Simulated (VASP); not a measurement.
# GaSi31 (a cell with a defect) in VASP: single point with PBE

Aim: the single point of GaSi31 (a cell with a defect) with PBE.

Everything below comes from runs of VASP 6.6.1. Logs are shortened: lines on timing, memory, paths and dates and some standing lists are left out, and cuts for length are marked.

**1. The cell of the first run**

The cell holds a defect, 32 atoms: a = 9.474 Å, b = 9.474 Å, c = 9.474 Å, α = 109.47°, β = 109.47°, γ = 109.47°.

**2. Single point, PBE**

Contents of INCAR:

```
PREC = Accurate ; ENCUT = 520
EDIFF = 1E-7 ; ISMEAR = 0
SIGMA = 0.01 ; LREAL = Auto
LASPH = T ; NELM = 100
ALGO = Normal ; ISIF = 2
LWAVE = F ; LCHARG = T
GGA = PE ; LELF = T
LVHAR = T ; NBANDS = 90
NELECT = 138.0
```

Contents of KPOINTS:

```
Automatic mesh
0
Gamma
  2 2 2
  0.5 0.5 0.5
```

Contents of POSCAR:

```
GaSi31
1.0
    5.4700937624     -5.4700937624      5.4700937624
   -5.4700937624      5.4700937624      5.4700937624
   -5.4700937624     -5.4700937624     -5.4700937624
Ga Si
1 31
Direct
    0.2504981723     -0.0006941582     -0.0002326400
    0.5025617591     -0.0006898462      0.7508597244
    0.7503668350     -0.0006979949      0.4997770087
    0.0014156892      0.2515461128     -0.0002104776
    0.2503729995      0.2516192412      0.7509601402
    0.0014161370     -0.0006943749      0.2520219821
    0.7503628361      0.4993077779     -0.0002253349
    0.4991911806      0.2481975430      0.5009278226
    0.7515387716      0.2483114298      0.2487940599
   -0.0019276869      0.4981609079      0.7475374508
    0.5025505428      0.7503941609     -0.0002109045
    0.2503780375      0.4993095093      0.4997835063
    0.7492745646      0.7471465819      0.7476343051
    0.4992087680      0.5004503812      0.2486909007
   -0.0019412986      0.7470496886      0.4986385965
    0.2503746509      0.7504810622      0.2521048774
    0.2503079922     -0.0006830768      0.2524305069
    0.5031784892     -0.0006256978     -0.0001607193
    0.7513136703     -0.0006767788      0.7494319686
    0.0016581810      0.2496645794      0.2501448891
    0.2503081458      0.2519744949     -0.0001905006
    0.0000663211     -0.0006498352      0.5008114143
    0.7493181525      0.4983458310      0.2484298901
    0.5006761691      0.2496703273      0.7511295897
    0.7493232793      0.2479679088      0.4988435724
    0.0000690803      0.5003394777     -0.0001661022
    0.5006770654      0.7506446196      0.2501494417
    0.2503113058      0.5003049476      0.7494178115
    0.7513003422      0.7489657666     -0.0001927042
    0.4991070098      0.4983869824      0.4988717294
   -0.0023146432      0.7466333313      0.7471203981
    0.2503013518      0.7489390085      0.5007776556
```

Potentials or basis: VASP PAW PBE potentials, release 64 (Ga_d, Si).

Command:

```console
$ cat potpaw_PBE.64/Ga_d/POTCAR potpaw_PBE.64/Si/POTCAR > POTCAR
$ mpirun -np 1 vasp_std > vasp.out
```

OUTCAR:

```text
PREC = Accurate
   ENCUT = 520
   EDIFF = 1E-7
   ISMEAR = 0
   LREAL = Auto
   LASPH = T
   NELM = 100
   ISIF = 2
   GGA = PE
   NELECT = 138.0

 ion  position               nearest neighbor table
   1  0.250  0.999  1.000-  18 2.39  31 2.39  21 2.39  17 2.39
   2  0.503  0.999  0.751-  18 2.36  19 2.36  24 2.38  32 2.38
   3  0.750  0.999  0.500-  25 2.36  27 2.36  19 2.36  22 2.36
   4  0.001  0.252  1.000-  21 2.36  26 2.36  19 2.38  20 2.38
   5  0.250  0.252  0.751-  21 2.36  28 2.36  24 2.38  22 2.38
   6  0.001  0.999  0.252-  17 2.36  22 2.36  29 2.38  20 2.38
[... 24 lines left out ...]
  31  0.998  0.747  0.747-  10 2.36  15 2.36  13 2.36   1 2.39
  32  0.250  0.749  0.501-  16 2.36  12 2.36  15 2.38   2 2.38

  LATTYP: Found a body centered cubic cell.
 ALAT       =    10.9401875248

  Lattice vectors:

 A1 = (   5.4700937624,  -5.4700937624,   5.4700937624)
 A2 = (  -5.4700937624,   5.4700937624,   5.4700937624)
 A3 = (  -5.4700937624,  -5.4700937624,  -5.4700937624)

Analysis of symmetry for initial positions (statically):
=====================================================================
 Subroutine PRICEL returns:
 Original cell was already a primitive cell.

 Routine SETGRP: Setting up the symmetry group for a
 body centered cubic supercell.

 Subroutine GETGRP returns: Found  1 space group operations
 (whereof  1 operations were pure point group operations)
 out of a pool of 48 trial point group operations.

The static configuration has the point symmetry C_1 .

Analysis of symmetry for dynamics (positions and initial velocities):
=====================================================================
 Subroutine PRICEL returns:
 Original cell was already a primitive cell.

 Routine SETGRP: Setting up the symmetry group for a
 body centered cubic supercell.

 Subroutine GETGRP returns: Found  1 space group operations
 (whereof  1 operations were pure point group operations)
 out of a pool of 48 trial point group operations.

The dynamic configuration has the point symmetry C_1 .

 Subroutine INISYM returns: Found  1 space group operations
 (whereof  1 operations are pure point group operations),
 and found     1 'primitive' translations

----------------------------------------------------------------------------------------

                                     Primitive cell

  volume of cell :     654.7030

  direct lattice vectors                    reciprocal lattice vectors
     5.470093762 -5.470093762  5.470093762     0.000000000 -0.091406111  0.091406111
    -5.470093762  5.470093762  5.470093762    -0.091406111  0.000000000  0.091406111
    -5.470093762 -5.470093762 -5.470093762    -0.091406111 -0.091406111  0.000000000

  length of vectors
     9.474480319  9.474480319  9.474480319     0.129267762  0.129267762  0.129267762

  position of ions in fractional coordinates (direct lattice)
     0.250498172  0.999305842  0.999767360
     0.502561759  0.999310154  0.750859724
     0.750366835  0.999302005  0.499777009
     0.001415689  0.251546113  0.999789522
     0.250373000  0.251619241  0.750960140
     0.001416137  0.999305625  0.252021982
[... 24 lines left out ...]
     0.997685357  0.746633331  0.747120398
     0.250301352  0.748939009  0.500777656

  ion indices of the primitive-cell ions
   primitive index   ion index
                 1           1
                 2           2
                 3           3
                 4           4
                 5           5
                 6           6
[... 24 lines left out ...]
                31          31
                32          32

----------------------------------------------------------------------------------------

 KPOINTS: Automatic mesh

Automatic generation of k-mesh.
 Grid dimensions read from file:
 generate k-points for:    2    2    2

 Generating k-lattice:

  Cartesian coordinates                     Fractional coordinates (reciprocal lattice)
     0.000000000 -0.045703056  0.045703056     0.500000000  0.000000000  0.000000000
    -0.045703056  0.000000000  0.045703056     0.000000000  0.500000000  0.000000000
    -0.045703056 -0.045703056  0.000000000     0.000000000  0.000000000  0.500000000

  Length of vectors
     0.064633881  0.064633881  0.064633881

  Shift w.r.t. Gamma in fractional coordinates (k-lattice)
     0.500000000  0.500000000  0.500000000

 Subroutine IBZKPT returns following result:
 ===========================================

 Found      4 irreducible k-points:

 Following reciprocal coordinates:
            Coordinates               Weight
  0.250000  0.250000  0.250000      2.000000
 -0.250000  0.250000  0.250000      2.000000
  0.250000 -0.250000  0.250000      2.000000
  0.250000  0.250000 -0.250000      2.000000
   k-points           NKPTS =      4   k-points in BZ     NKDIM =      4   number of bands    NBANDS=     90
   number of dos      NEDOS =    301   number of ions     NIONS =     32
   total plane-waves  NPLWV = 343000
   dimension x,y,z NGX =    70 NGY =   70 NGZ =   70
   dimension x,y,z NGXF=   140 NGYF=  140 NGZF=  140
   ions per type =               1  31
   NGX,Y,Z   is equivalent  to a cutoff of  12.28, 12.28, 12.28 a.u.
   NGXF,Y,Z  is equivalent  to a cutoff of  24.57, 24.57, 24.57 a.u.
 SYSTEM =  unknown system
   PREC   = accura    normal or accurate (medium, high low for compatibility)
   ISTART =      0    job   : 0-new  1-cont  2-samecut
   ICHARG =      2    charge: 1-file 2-atom 10-const
   ISPIN  =      1    spin polarized calculation?
   LNONCOLLINEAR =      F non collinear calculations
   LSORBIT =      F    spin-orbit coupling
   LASPH  =      T    aspherical Exc in radial PAW
   ENCUT  =  520.0 eV  38.22 Ry    6.18 a.u.  17.62 17.62 17.62*2*pi/ulx,y,z
   NELM   =    100;   NELMIN=  2; NELMDL= -5     # of ELM steps
   EDIFF  = 0.1E-06   stopping-criterion for ELM
   LREAL  =      T    real-space projection
   EDIFFG = 0.1E-05   stopping-criterion for IOM
   NSW    =      0    number of steps for IOM
   IBRION =     -1    ionic relax: 0-MD 1-quasi-New 2-CG
   NFREE  =      0    steps in history (QN), initial steepest desc. (CG)
   ISIF   =      2    stress and relaxation
   ISYM   =      2    0-nonsym 1-usesym 2-fastsym
   POTIM  = 0.5000    time-step for ionic-motion
   TEBEG  =    0.0;   TEEND  =   0.0 temperature during run
   PSTRESS=    0.0 pullay stress
   NELECT =     138.0000    total number of electrons
   NUPDOWN=      -1.0000    fix difference up-down
   EMIN   =  10.00;   EMAX   =-10.00  energy-range for DOS
   EFERMI =   0.00;   METHOD = LEGACY
   ISMEAR =     0;   SIGMA  =   0.01  broadening in eV -4-tet -1-fermi 0-gaus
   EFERMI_NEDOS =   21; number of points for ismear=-14 and -15
   IALGO  =     38    algorithm
   IMIX   =      4    mixing-type and parameters
     AMIX     =   0.40;   BMIX     =  1.00
     AMIX_MAG =   1.60;   BMIX_MAG =  1.00
  volume/ion in A,a.u.               =      20.46       138.07
  Fermi-wavevector in a.u.,A,eV,Ry     =   0.974286  1.841133 12.915100  0.949233
  Thomas-Fermi vector in A             =   2.104733
   LORBIT       =      0    0 simple, 1 ext, 2 COOP (PROOUT), +10 PAW based schemes
   GGA     = PE    functional components
   LHFCALC =     F    Hartree Fock is set to
   AEXX    =    0.0000 exact exchange contribution
   IVDW    =     0    specifies the selected vdW correction
   LEPSILON=     F    determine dielectric tensor
   LRPA    =     F    only Hartree local field effects (RPA)
 non-spin polarized calculation
 Gauss-broadening in eV      SIGMA  =   0.01
  energy-cutoff  :      520.00
  volume of cell :      654.70
 maximum number of plane-waves:     17628
 NGX is ok and might be reduce to    70
   NGX = 35   NGY = 35   NGZ = 35

 number of electron     137.9999994 magnetization

 Free energy of the ion-electron system (eV)
  ---------------------------------------------------
  ext. energy  EPLUGINS =         0.00000000
  ---------------------------------------------------
  free energy    TOTEN  =      -164.81125374 eV

  energy without entropy =     -164.81125374  energy(sigma->0) =     -164.81125374

 E-fermi :   5.2537     XC(G=0):  -9.3816

 val. band max:        5.1829855157   @ k =   0.2500   0.2500   0.2500
 cond. band min:       6.2358452328   @ k =  -0.2500   0.2500   0.2500
 fundamental gap:      1.0528597171
 Fermi energy:         5.2537119079

 k-point     1 :       0.2500    0.2500    0.2500
  band No.  band energies     occupation
      1      -8.4523      2.00000
      2      -8.4523      2.00000
      3      -8.4523      2.00000
      4      -8.3836      2.00000
      5      -8.3836      2.00000
      6      -5.5129      2.00000
[... 73 lines left out ...]
     80       7.2135      0.00000
     81       7.2136      0.00000

 k-point     2 :      -0.2500    0.2500    0.2500
  band No.  band energies     occupation
      1      -8.4523      2.00000
      2      -8.4523      2.00000
      3      -8.4523      2.00000
      4      -8.3836      2.00000
      5      -8.3836      2.00000
      6      -5.9847      2.00000
[... 73 lines left out ...]
     80       7.9644      0.00000
     81       7.9744      0.00000

 k-point     3 :       0.2500   -0.2500    0.2500
  band No.  band energies     occupation
      1      -8.4523      2.00000
      2      -8.4523      2.00000
      3      -8.4523      2.00000
      4      -8.3836      2.00000
      5      -8.3836      2.00000
      6      -5.9847      2.00000
[... 73 lines left out ...]
     80       7.9645      0.00000
     81       7.9745      0.00000

 k-point     4 :       0.2500    0.2500   -0.2500
  band No.  band energies     occupation
      1      -8.4523      2.00000
      2      -8.4523      2.00000
      3      -8.4523      2.00000
      4      -8.3836      2.00000
      5      -8.3836      2.00000
      6      -5.9847      2.00000
[... 73 lines left out ...]
     80       7.9645      0.00000
     81       7.9745      0.00000
 [bands above 81 left out]

------------------------ aborting loop because EDIFF is reached ----------------------------------------

  FORCE on cell =-STRESS in cart. coord.  units (eV):
  Direction    XX          YY          ZZ          XY          YZ          ZX
  --------------------------------------------------------------------------------------
  -------------------------------------------------------------------------------------
  Total       11.4542466     11.4484493     11.4514005     -0.0058887     -0.0028693      0.0024610
  in kB       28.0306268     28.0164397     28.0236618     -0.0144106     -0.0070218      0.0060225
  external PRESSURE =      28.0235761 kB  Pullay stress =       0.0000000 kB

 VOLUME and BASIS-vectors are now :
 -----------------------------------------------------------------------------
  energy-cutoff  :      520.00
  volume of cell :      654.70
      direct lattice vectors                 reciprocal lattice vectors
     5.470093762 -5.470093762  5.470093762     0.000000000 -0.091406111  0.091406111
    -5.470093762  5.470093762  5.470093762    -0.091406111  0.000000000  0.091406111
    -5.470093762 -5.470093762 -5.470093762    -0.091406111 -0.091406111  0.000000000

 POSITION                                       TOTAL-FORCE (eV/Angst)
 -----------------------------------------------------------------------------------
     -9.56487     -1.37277      1.36772        -0.003929      0.003183     -0.004812
     -6.82453     -1.39001      4.10811        -0.001156     -0.000486     -0.001544
     -4.09553     -1.37213      6.83703        -0.000702     -0.001141      0.000660
     -6.83718     -4.10071     -4.08522        -0.001138      0.001135     -0.001835
     -4.11464     -4.10101     -1.36188         0.003024     -0.001261     -0.001686
     -6.83713      4.07997      4.09546        -0.001673      0.001032     -0.000384
[... 24 lines left out ...]
     -2.71354     -5.46010      5.45477         0.007447      0.007085     -0.007882
     -5.46690     -0.01171      2.72664        -0.000337     -0.000742      0.002415
 -----------------------------------------------------------------------------------
    total drift:                               -0.003003      0.001837      0.007396

  FREE ENERGIE OF THE ION-ELECTRON SYSTEM (eV)
  ---------------------------------------------------
  free  energy   TOTEN  =      -164.8112537399 eV

  energy  without entropy=     -164.8112537399  energy(sigma->0) =     -164.81125374
```

It used 1800 s of CPU time on 1 thread of AMD EPYC 7R13 Processor (Zen 3), on a shared host.

Results:

- Free energy: -164.8113 eV
- Largest force: 0.013 eV/Å

Forces in eV/Å, atoms in the order of the input:
```
Ga  -0.004  0.003 -0.005
Si  -0.001  0.000 -0.002
Si  -0.001 -0.001  0.001
Si  -0.001  0.001 -0.002
Si   0.003 -0.001 -0.002
Si  -0.002  0.001  0.000
Si  -0.001  0.000  0.001
Si   0.001  0.001  0.002
Si   0.001  0.002 -0.002
Si  -0.001 -0.002  0.003
Si  -0.002  0.001 -0.001
Si   0.000  0.000  0.000
Si   0.001  0.002 -0.002
Si   0.001 -0.003  0.000
Si  -0.002 -0.002  0.002
Si   0.003  0.002  0.003
Si  -0.006 -0.008 -0.008
Si   0.007 -0.006  0.006
Si   0.001  0.000  0.000
Si  -0.001 -0.002  0.001
Si  -0.006  0.007  0.008
Si   0.000  0.001  0.000
Si   0.000 -0.003 -0.001
Si   0.002  0.000 -0.001
Si   0.001  0.001  0.001
Si   0.000  0.002  0.002
Si   0.001  0.000  0.000
Si   0.000 -0.001  0.000
Si   0.001  0.000  0.000
Si  -0.001  0.001  0.000
Si   0.007  0.007 -0.008
Si   0.000 -0.001  0.002
```

Caveat: the cell carries a net charge on a neutralising background, which shifts energy and pressure; the cell is charged against a uniform background, so pressure and absolute levels hang on convention.
